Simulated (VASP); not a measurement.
# Os (R-3m) in VASP: notebook

Runs on Os. Level: PBEsol. Tasks: single point, relaxation of cell and atoms.

Everything below comes from runs of VASP 6.6.1. Logs are shortened: lines on timing, memory, paths and dates and some standing lists are left out, and cuts for length are marked.

## Step 1: The cell of the first run

The structure is trigonal, space group R-3m (No. 166). The conventional cell has a = 2.866 Å, b = 2.866 Å, c = 20.774 Å, α = 90.00°, β = 90.00°, γ = 120.00°. Os (site symmetry -3m) has 12 Os at 2.84 to 2.87 Å within 3.7 Å. Within 3.7 Å of Os (site symmetry 3m) lie 12 Os at 2.84 to 2.87 Å.

## Step 2: Single point, PBEsol

INCAR

```
PREC = Accurate
ENCUT = 520
EDIFF = 1E-6
ISMEAR = 0
SIGMA = 0.1
LREAL = False
LASPH = True
NELM = 100
ALGO = Normal
ISIF = 2
LWAVE = False
LCHARG = False
GGA = PS
NBANDS = 19
```

KPOINTS

```
Automatic mesh
0
Gamma
  9 9 9
```

POSCAR

```
Os
1.0
    1.4327910480      0.8272222972      6.9245892307
   -1.4327910480      0.8272222972      6.9245892307
    0.0000000000     -1.6544445945      6.9245892307
Os
3
Direct
    0.0000000000      0.0000000000      0.0000000000
    0.2222200000      0.2222200000      0.2222200000
    0.7777800000      0.7777800000      0.7777800000
```

Potentials or basis: VASP PAW PBE potentials, release 64 (Os).

On the command line:

```console
$ cat potpaw_PBE.64/Os/POTCAR > POTCAR
$ mpirun -np 1 vasp_std > vasp.out
```

OUTCAR:

```text
PREC = Accurate
   ENCUT = 520
   EDIFF = 1E-6
   ISMEAR = 0
   LREAL = False
   LASPH = True
   NELM = 100
   ISIF = 2
   GGA = PS

 ion  position               nearest neighbor table
   1  0.000  0.000  0.000-   3 2.84   2 2.84   3 2.84   3 2.84   2 2.84   2 2.84
   2  0.222  0.222  0.222-   3 2.84   3 2.84   3 2.84   1 2.84   1 2.84   1 2.84
   3  0.778  0.778  0.778-   2 2.84   2 2.84   2 2.84   1 2.84   1 2.84   1 2.84

  LATTYP: Found a trigonal (rhomboedric) cell.
 ALAT       =     7.1194889515
 COS(alpha) =     0.9189975651

  Lattice vectors:

 A1 = (   1.4327910480,   0.8272222972,   6.9245892307)
 A2 = (  -1.4327910480,   0.8272222972,   6.9245892307)
 A3 = (   0.0000000000,  -1.6544445945,   6.9245892307)

Analysis of symmetry for initial positions (statically):
=====================================================================
 Subroutine PRICEL returns:
 Original cell was already a primitive cell.

 Routine SETGRP: Setting up the symmetry group for a
 trigonal (rhombohedral) supercell.

 Subroutine GETGRP returns: Found 12 space group operations
 (whereof 12 operations were pure point group operations)
 out of a pool of 12 trial point group operations.

The static configuration has the point symmetry D_3d.

Analysis of symmetry for dynamics (positions and initial velocities):
=====================================================================
 Subroutine PRICEL returns:
 Original cell was already a primitive cell.

 Routine SETGRP: Setting up the symmetry group for a
 trigonal (rhombohedral) supercell.

 Subroutine GETGRP returns: Found 12 space group operations
 (whereof 12 operations were pure point group operations)
 out of a pool of 12 trial point group operations.

The dynamic configuration has the point symmetry D_3d.

 Subroutine INISYM returns: Found 12 space group operations
 (whereof 12 operations are pure point group operations),
 and found     1 'primitive' translations

----------------------------------------------------------------------------------------

                                     Primitive cell

  volume of cell :      49.2437

  direct lattice vectors                    reciprocal lattice vectors
     1.432791048  0.827222297  6.924589231     0.348969238  0.201477483  0.048137633
    -1.432791048  0.827222297  6.924589231    -0.348969238  0.201477483  0.048137633
     0.000000000 -1.654444594  6.924589231     0.000000000 -0.402954967  0.048137633

  length of vectors
     7.119488951  7.119488951  7.119488951     0.405820080  0.405820080  0.405820080
[... 84 lines left out ...]
   LREAL  =      F    real-space projection
   EDIFFG = 0.1E-04   stopping-criterion for IOM
   NSW    =      0    number of steps for IOM
   IBRION =     -1    ionic relax: 0-MD 1-quasi-New 2-CG
   NFREE  =      0    steps in history (QN), initial steepest desc. (CG)
   ISIF   =      2    stress and relaxation
   ISYM   =      2    0-nonsym 1-usesym 2-fastsym
   POTIM  = 0.5000    time-step for ionic-motion
   TEBEG  =    0.0;   TEEND  =   0.0 temperature during run
   PSTRESS=    0.0 pullay stress
   NELECT =      24.0000    total number of electrons
   NUPDOWN=      -1.0000    fix difference up-down
   EMIN   =  10.00;   EMAX   =-10.00  energy-range for DOS
   EFERMI =   0.00;   METHOD = LEGACY
   ISMEAR =     0;   SIGMA  =   0.10  broadening in eV -4-tet -1-fermi 0-gaus
   EFERMI_NEDOS =   21; number of points for ismear=-14 and -15
   IALGO  =     38    algorithm
   IMIX   =      4    mixing-type and parameters
     AMIX     =   0.40;   BMIX     =  1.00
     AMIX_MAG =   1.60;   BMIX_MAG =  1.00
  volume/ion in A,a.u.               =      16.41       110.77
  Fermi-wavevector in a.u.,A,eV,Ry     =   1.288334  2.434598 22.583010  1.659804
  Thomas-Fermi vector in A             =   2.420294
   LORBIT       =      0    0 simple, 1 ext, 2 COOP (PROOUT), +10 PAW based schemes
   GGA     = PS    functional components
   LHFCALC =     F    Hartree Fock is set to
   AEXX    =    0.0000 exact exchange contribution
   IVDW    =     0    specifies the selected vdW correction
   LEPSILON=     F    determine dielectric tensor
   LRPA    =     F    only Hartree local field effects (RPA)
 non-spin polarized calculation
 Gauss-broadening in eV      SIGMA  =   0.10
  energy-cutoff  :      520.00
  volume of cell :       49.24
 maximum number of plane-waves:      1346
 NGX is ok and might be reduce to    54
   NGX = 27   NGY = 27   NGZ = 27

 number of electron      23.9999999 magnetization

 Free energy of the ion-electron system (eV)
  ---------------------------------------------------
  ext. energy  EPLUGINS =         0.00000000
  ---------------------------------------------------
  free energy    TOTEN  =       -35.24436788 eV

  energy without entropy =      -35.23023535  energy(sigma->0) =      -35.23730161

 E-fermi :   7.1511     XC(G=0): -13.2550

 val. band max:        7.1347518922   @ k =   0.3333   0.3333   0.1111
 cond. band min:       7.1537983154   @ k =   0.4444   0.3333   0.2222
 fundamental gap:      0.0190464232
 Fermi energy:         7.1510665430

 k-point     1 :       0.0000    0.0000    0.0000
  band No.  band energies     occupation
      1      -2.5306      2.00000
      2       0.3270      2.00000
      3       0.3361      2.00000
      4       4.4424      2.00000
      5       4.4424      2.00000
      6       4.6452      2.00000
[... 505 lines left out ...]
      6       3.6198      2.00000
[... 11 lines left out ...]
     18      12.2823      0.00000
     19      14.4344      0.00000

 [... further k-points ...]

------------------------ aborting loop because EDIFF is reached ----------------------------------------

  FORCE on cell =-STRESS in cart. coord.  units (eV):
  Direction    XX          YY          ZZ          XY          YZ          ZX
  --------------------------------------------------------------------------------------
  -------------------------------------------------------------------------------------
  Total      -14.1206463    -14.1206463    -16.1133123      0.0000000      0.0000000      0.0000000
  in kB     -459.4251869   -459.4251869   -524.2579795      0.0000000      0.0000000      0.0000000
  external PRESSURE =    -481.0361178 kB  Pullay stress =       0.0000000 kB

 VOLUME and BASIS-vectors are now :
 -----------------------------------------------------------------------------
  energy-cutoff  :      520.00
  volume of cell :       49.24
      direct lattice vectors                 reciprocal lattice vectors
     1.432791048  0.827222297  6.924589231     0.348969238  0.201477483  0.048137633
    -1.432791048  0.827222297  6.924589231    -0.348969238  0.201477483  0.048137633
     0.000000000 -1.654444594  6.924589231     0.000000000 -0.402954967  0.048137633

 POSITION                                       TOTAL-FORCE (eV/Angst)
 -----------------------------------------------------------------------------------
      0.00000      0.00000      0.00000         0.000000      0.000000     -0.000000
      0.00000     -0.00000      4.61635        -0.000000      0.000000     -0.620210
      0.00000     -0.00000     16.15742        -0.000000     -0.000000      0.620210
 -----------------------------------------------------------------------------------
    total drift:                                0.000000     -0.000000      0.000000

  FREE ENERGIE OF THE ION-ELECTRON SYSTEM (eV)
  ---------------------------------------------------
  free  energy   TOTEN  =       -35.2443678814 eV

  energy  without entropy=      -35.2302353451  energy(sigma->0) =      -35.23730161
```

OSZICAR:

```text
N       E                     dE             d eps       ncg     rms          rms(c)
DAV:   1     0.154637824977E+03    0.15464E+03   -0.11215E+04  3318   0.118E+03
DAV:   2    -0.257263253843E+02   -0.18036E+03   -0.16881E+03  3347   0.386E+02
DAV:   3    -0.376330019510E+02   -0.11907E+02   -0.11163E+02  3898   0.773E+01
DAV:   4    -0.379761219496E+02   -0.34312E+00   -0.33988E+00  3603   0.148E+01
DAV:   5    -0.379801029856E+02   -0.39810E-02   -0.39798E-02  3776   0.132E+00    0.206E+01
DAV:   6    -0.357028716011E+02    0.22772E+01   -0.33413E+00  3622   0.131E+01    0.747E+00
DAV:   7    -0.352730877565E+02    0.42978E+00   -0.15061E+00  4039   0.871E+00    0.979E-01
DAV:   8    -0.352548571492E+02    0.18231E-01   -0.16378E-01  4454   0.317E+00    0.378E-01
DAV:   9    -0.352470882161E+02    0.77689E-02   -0.12936E-02  3787   0.898E-01    0.184E-01
DAV:  10    -0.352443678624E+02    0.27204E-02   -0.22799E-03  3317   0.399E-01    0.684E-02
DAV:  11    -0.352443934418E+02   -0.25579E-04   -0.81417E-05  3709   0.840E-02    0.363E-02
DAV:  12    -0.352443701379E+02    0.23304E-04   -0.12756E-05  3390   0.238E-02    0.588E-03
DAV:  13    -0.352443676185E+02    0.25194E-05   -0.70080E-07  1896   0.808E-03    0.152E-03
DAV:  14    -0.352443678814E+02   -0.26293E-06   -0.14396E-07  1759   0.329E-03
   1 F= -.35244368E+02 E0= -.35237302E+02  d E =-.141325E-01
```

stdout:

```text
POSCAR found type information on POSCAR Os
 POSCAR found :  1 types and       3 ions
 scaLAPACK will be used
 -----------------------------------------------------------------------------
|                                                                             |
|                                                                             |
|     You enforced a specific xc type in the INCAR file but a different       |
|     I HOPE YOU KNOW WHAT YOU ARE DOING!                                     |
|                                                                             |
 -----------------------------------------------------------------------------

 LDA part: xc-table for (Slater+PW92), standard interpolation
 POSCAR, INCAR and KPOINTS ok, starting setup
 FFT: planning ... GRIDC
 FFT: planning ... GRID_SOFT
 FFT: planning ... GRID
 WAVECAR not read
 entering main loop
```

Wall time 4.9 min (1 thread of Intel Xeon Platinum 8488C (Sapphire Rapids), shared host); peak memory 0.41 GiB.

What came out:

| Property | Result |
| --- | --- |
| Free energy | -35.2444 eV |
| Pressure | -48.1 GPa |
| Largest force | 0.620 eV/Å |
| Band gap on the k mesh | zero (band 12 reaches 8.60 eV, above the bottom of band 13 at 5.88 eV) |

Forces in eV/Å, atoms in the order of the input:
```
Os   0.000  0.000  0.000
Os   0.000  0.000 -0.620
Os   0.000  0.000  0.620
```

Stress tensor (GPa, compression positive):
```
-45.94   0.00   0.00
  0.00 -45.94   0.00
  0.00   0.00 -52.43
```

Levels at points of the mesh, in eV from the Fermi level:
```csv
k point,band 10,band 11,band 12,band 13,band 14,band 15
"(0.00, 0.00, 0.00)",-2.45,-2.15,-2.15,-0.84,-0.84,0.67
```

Caveat: the PAW data sets were made with another functional, which shifts forces and pressure a little; spin-orbit coupling is left out, which moves the levels of the heavy elements.

## Step 3: Single point, PBEsol

This run uses another cell than the first one, of 13.92 Å³/atom, 0.848 times its volume.

INCAR

```
PREC = Accurate
ENCUT = 520
EDIFF = 1E-6
ISMEAR = 0
SIGMA = 0.1
LREAL = F
LASPH = T
NELM = 100
ALGO = Normal
ISIF = 2
LWAVE = F
LCHARG = F
GGA = PS
NBANDS = 19
```

KPOINTS

```
regular mesh
0
Gamma
  21 21 21
```

POSCAR

```
Os
1.0
    1.3614696852      0.7860448893      6.5045859880
   -1.3614696852      0.7860448893      6.5045859880
    0.0000000000     -1.5720897786      6.5045859880
Os
3
Direct
    0.0000000000      0.0000000000      0.0000000000
    0.2207383357      0.2207383357      0.2207383357
    0.7792616643      0.7792616643      0.7792616643
```

Potentials or basis: VASP PAW PBE potentials, release 64 (Os).

On the command line:

```console
$ cat potpaw_PBE.64/Os/POTCAR > POTCAR
$ mpirun -np 1 vasp_std > vasp.out
```

Wall time 33 min (1 thread of Intel Xeon Platinum 8488C (Sapphire Rapids), shared host); peak memory 0.8 GiB.

It converged, with:

- Free energy: -36.5916 eV
- Pressure: 0.5 GPa
- Largest force: 0.004 eV/Å
- Band gap on the k mesh: zero (band 12 reaches 11.55 eV, above the bottom of band 13 at 7.63 eV)

Forces on the atoms (eV/Å):
```
Os   0.000  0.000  0.000
Os   0.000  0.000  0.004
Os   0.000  0.000 -0.004
```

Levels at points of the mesh, in eV from the Fermi level:
| k point | band 8 | band 9 | band 10 | band 11 | band 12 | band 13 | band 14 | band 15 | band 16 | band 17 |
| --- | --- | --- | --- | --- | --- | --- | --- | --- | --- | --- |
| (0.00, 0.00, 0.00) | -3.02 | -3.02 | -2.68 | -2.59 | -2.59 | -1.09 | -1.09 | 1.04 | 1.04 | 1.49 |

Caveat: the PAW data sets were made with another functional, which shifts forces and pressure a little; spin-orbit coupling is left out, which moves the levels of the heavy elements.

## Step 4: Single point, PBEsol

This run uses another cell than the first one, of 13.92 Å³/atom, 0.848 times its volume.

INCAR

```
ALGO = Normal
EDIFF = 1E-6
ENCUT = 520
GGA = PS
ISIF = 2
ISMEAR = 0
LASPH = True
LCHARG = True
LELF = True
LREAL = False
LVHAR = True
LWAVE = False
NBANDS = 19
NELM = 100
PREC = Accurate
SIGMA = 0.1
```

KPOINTS

```
k-points
0
Gamma
  9 9 9
```

POSCAR

```
Os
1.0
    1.3621596610      0.7864432469      6.4973632695
   -1.3621596610      0.7864432469      6.4973632695
    0.0000000000     -1.5728864939      6.4973632695
Os
3
Direct
    0.0000000000      0.0000000000      0.0000000000
    0.2206800165      0.2206800165      0.2206800165
    0.7793199835      0.7793199835      0.7793199835
```

On the command line:

```console
$ cat potpaw_PBE.64/Os/POTCAR > POTCAR
$ mpirun -np 1 vasp_std > vasp.out
```

Wall time 4.1 min (1 thread of Intel Xeon Platinum 8488C (Sapphire Rapids), shared host); peak memory 0.35 GiB.

The run converged. Its results:

* Free energy: -36.5949 eV
* Pressure: 0.5 GPa
* Band gap on the k mesh: zero (band 12 reaches 11.39 eV, above the bottom of band 13 at 7.78 eV)

Levels at points of the mesh, in eV from the Fermi level:
| k point | band 9 | band 10 | band 11 | band 12 | band 13 | band 14 | band 15 | band 16 |
| --- | --- | --- | --- | --- | --- | --- | --- | --- |
| (0.00, 0.00, 0.00) | -3.11 | -2.75 | -2.70 | -2.70 | -1.21 | -1.21 | 0.95 | 0.95 |

Caveat: the PAW data sets were made with another functional, which shifts forces and pressure a little; spin-orbit coupling is left out, which moves the levels of the heavy elements.

## Step 5: Relaxation of cell and atoms, PBEsol

INCAR

```
  PREC = Accurate
  ENCUT = 600
  EDIFF = 1E-7
  ISMEAR = 0
  SIGMA = 0.1
  LREAL = False
  LASPH = True
  NELM = 100
  ALGO = Normal
  ISIF = 3
  LWAVE = False
  LCHARG = False
  GGA = PS
  IBRION = 2
  NSW = 90
  EDIFFG = -0.04
```

KPOINTS

```
Automatic mesh
0
Gamma
  9 9 9
```

POSCAR

```
Os
1.0
    1.4327910480      0.8272222972      6.9245892307
   -1.4327910480      0.8272222972      6.9245892307
    0.0000000000     -1.6544445945      6.9245892307
Os
3
Direct
    0.0000000000      0.0000000000      0.0000000000
    0.2222200000      0.2222200000      0.2222200000
    0.7777800000      0.7777800000      0.7777800000
```

On the command line:

```console
$ cat potpaw_PBE.64/Os/POTCAR > POTCAR
$ mpirun -np 1 vasp_std > vasp.out
```

It took 34 min on 1 thread of Intel Xeon Platinum 8488C (Sapphire Rapids), shared host; peak memory 0.63 GiB.

The run converged. Its results:

```yaml
Free_energy: -36.5969 eV
Relaxed_volume: 13.95 Å³/atom
Relaxed_cell: a = 6.689 Å, b = 6.689 Å, c = 6.689 Å, α = 23.52°, β = 23.52°, γ = 23.52°
Space_group_after_relaxing_to_0.05_Å: R-3m (No. 166)
Energy_gained_by_relaxing: 450.1 meV/atom
Ionic_steps: 10
Pressure_after_relaxing: -0.3 GPa
Largest_force_after_relaxing: 0.012 eV/Å
Band_gap_on_the_k_mesh: zero (band 12 reaches 11.34 eV, above the bottom of band 13 at 7.75 eV)
```

Forces in eV/Å, atoms in the order of the input:
```
Os   0.000  0.000  0.000
Os   0.000  0.000 -0.012
Os   0.000  0.000  0.012
```

Stress tensor (GPa, compression positive):
```
-0.35  0.00  0.00
 0.00 -0.35  0.00
 0.00  0.00 -0.16
```

The path:
| step | energy change (eV) | largest force (eV/Å) | pressure (GPa) | volume (Å³) |
| --- | --- | --- | --- | --- |
| 1 | 0.0000 | 0.6205 | -47.99 | 49.24 |
| 2 | 42.5328 | 4.0995 | 1247.51 | 21.84 |
| 3 | -1.1842 | 0.8609 | -18.93 | 43.88 |
| 4 | -1.2656 | 0.8840 | -12.16 | 43.07 |
| 5 | -1.3179 | 0.9196 | 1.27 | 41.69 |
| 6 | -1.3180 | 0.9162 | -0.25 | 41.83 |
| 7 | -1.3482 | 0.1806 | 0.63 | 41.79 |
| 8 | -1.3498 | 0.0469 | 0.35 | 41.80 |
| 9 | -1.3492 | 0.0381 | -1.22 | 41.95 |
| 10 | -1.3503 | 0.0119 | -0.29 | 41.86 |

Final structure:
```xyz
3
Lattice="1.3633 0.7871 6.5011 -1.3633 0.7871 6.5011 0.0000 -1.5742 6.5011" Properties=species:S:1:pos:R:3 pbc="T T T"
Os    0.0000    0.0000    0.0000
Os    0.0000    0.0000    4.3041
Os    0.0000    0.0000   15.1991
```

Levels at points of the mesh, in eV from the Fermi level:
| k point | band 8 | band 9 | band 10 | band 11 | band 12 | band 13 | band 14 | band 15 | band 16 |
| --- | --- | --- | --- | --- | --- | --- | --- | --- | --- |
| (0.00, 0.00, 0.00) | -3.10 | -3.09 | -2.74 | -2.69 | -2.69 | -1.20 | -1.20 | 0.95 | 0.95 |

Caveat: the volume moved by over 15 % at a fixed basis, so the end points are rough; the PAW data sets were made with another functional, which shifts forces and pressure a little; spin-orbit coupling is left out, which moves the levels of the heavy elements.

## Step 6: Summary

| task | cell | k mesh | cutoff (eV) | gap on the mesh (eV) | pressure (GPa) | largest force (eV/Å) |
| --- | --- | --- | --- | --- | --- | --- |
| single point | a = 7.119 Å, angles 23.2°, 3 atoms | 9 × 9 × 9 | 520 | none | -48.1 | 0.62 |
| single point | a = 6.692 Å, angles 23.5°, 3 atoms | 21 × 21 × 21 | 520 | none | 0.5 | - |
| single point | a = 6.685 Å, angles 23.5°, 3 atoms | 9 × 9 × 9 | 520 | none | 0.5 | - |
| relaxation of cell and atoms | relaxed from a = 7.119 Å, angles 23.2°, 3 atoms | 9 × 9 × 9 | 600 | none | -0.3 | 0.01 |

Alike in all rows: level PBEsol; potentials or basis VASP PAW PBE potentials, release 64 (Os); no spin polarisation; smearing gaussian 0.1 eV.

Caveats: the PAW data sets were made with another functional, which shifts forces and pressure a little; spin-orbit coupling is left out, which moves the levels of the heavy elements; the volume moved by over 15 % at a fixed basis, so the end points are rough (some runs).

Total energies depend on the potentials used, so only differences within one code and one set of settings carry meaning.
